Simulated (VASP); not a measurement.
A run of VASP 6.6.1:

INCAR

```
SYSTEM = GaSb
PREC = Accurate
ENCUT = 520
EDIFF = 1E-7
ISMEAR = -1
SIGMA = 0.05
LREAL = .FALSE.
LASPH = .TRUE.
NELM = 80
ALGO = Normal
ISIF = 2
LWAVE = .FALSE.
LCHARG = .TRUE.
GGA = PE
LELF = .TRUE.
LVHAR = .TRUE.
NBANDS = 16
```

Contents of KPOINTS:

```
Automatic mesh
0
G
  10 10 10
  0 0 0
```

File POSCAR:

```
GaSb
1.0
   -1.5241390061      2.6203957796      2.8342492230
    1.5241390061     -2.6203957796      2.8342492230
    1.5241390061      2.6203957796     -2.8342492230
Sb Ga
1 1
Direct
    0.5000000000      0.5000000000      0.0000000000
    0.0000000000      0.0000000000      0.0000000000
```

Potentials or basis: VASP PAW PBE potentials, release 64 (Sb, Ga_d).

Run with:

```sh
$ cat potpaw_PBE.64/Sb/POTCAR potpaw_PBE.64/Ga_d/POTCAR > POTCAR
$ mpirun -np 1 vasp_std > vasp.out
```

Hardware: 1 thread of Intel(R) Xeon(R) Platinum 8259CL CPU @ 2.50GHz (Skylake/Cascade Lake), with other jobs on the host.

**Question.** Estimate the wall time of this run.

**Answer.** Wall time 95 s on 1 thread of Intel(R) Xeon(R) Platinum 8259CL CPU @ 2.50GHz (Skylake/Cascade Lake) (shared host), peak memory 0.27 GiB. Counts: scf iterations 13, k points 171.
